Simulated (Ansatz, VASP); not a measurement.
## Cu: VASP beside Ansatz

INCAR

```
ALGO = Normal ; EDIFF = 1E-6
ENCUT = 520 ; GGA = PS
ISIF = 2 ; ISMEAR = 0
LASPH = True ; LCHARG = False
LREAL = False ; LWAVE = False
NBANDS = 12 ; NELM = 100
PREC = Accurate ; SIGMA = 0.15
```

File KPOINTS:

```
k-points
0
Gamma
  22 22 22
```

The input POSCAR:

```
Cu
1.0
    0.0000000000      1.8165375000      1.8075000000
    1.8165375000      0.0000000000      1.8075000000
    1.8165375000      1.8165375000      0.0000000000
Cu
1
Direct
    0.0000000000      0.0000000000      0.0000000000
```

Input for Ansatz:

```yaml
crystal:
  lattice:
    - [0.0, 1.8165375, 1.8075]
    - [1.8165375, 0.0, 1.8075]
    - [1.8165375, 1.8165375, 0.0]
  atoms:
    - { symbol: Cu, position: [0.0, 0.0, 0.0] }
basis:
  ecutwfc: 420
kpoints:
  mp_grid: { grid: [22, 22, 22] }
hamiltonian:
  xc: pbesol
scf:
  occupations: { method: gaussian, width: 0.15 }
output:
  forces: true
  stress: true
  eigenvalues: true
```

Change from the starting cell: strain +0.0050 x Voigt [1, 1, 0, 0, 0, 0], atoms carried along.

Alike in both runs: task single point; functional PBEsol; k mesh 22 × 22 × 22; occupations gaussian, width 0.15 eV; no spin polarisation.

```csv
,VASP,Ansatz
version,VASP 6.6.1,Ansatz 0.2.0
potentials or method,"VASP PAW PBE potentials, release 64 (Cu), cutoff 520 eV","scalar-relativistic, plane waves, PAW"
valence electrons in the cell,11,19
```

|  | VASP | Ansatz | Ansatz less VASP |
| --- | --- | --- | --- |
| gap on the k mesh at the Fermi level (eV) | none | none | - |
| pressure (GPa) | -7.1 | -7.8 | -0.69 |
| traceless stress, the component that is largest in VASP (GPa) | 0.18 | 0.18 | +0.004 |

VASP's potentials were made for PBE, not for PBEsol. A gap of «none» marks a metal or a gap that the smearing closes. With one functional, cell and mesh, what is left measures potentials, basis and numerics. VASP's potentials hold 11 valence electrons a cell and Ansatz's 19, so a difference there can come from the potentials and not from the codes.
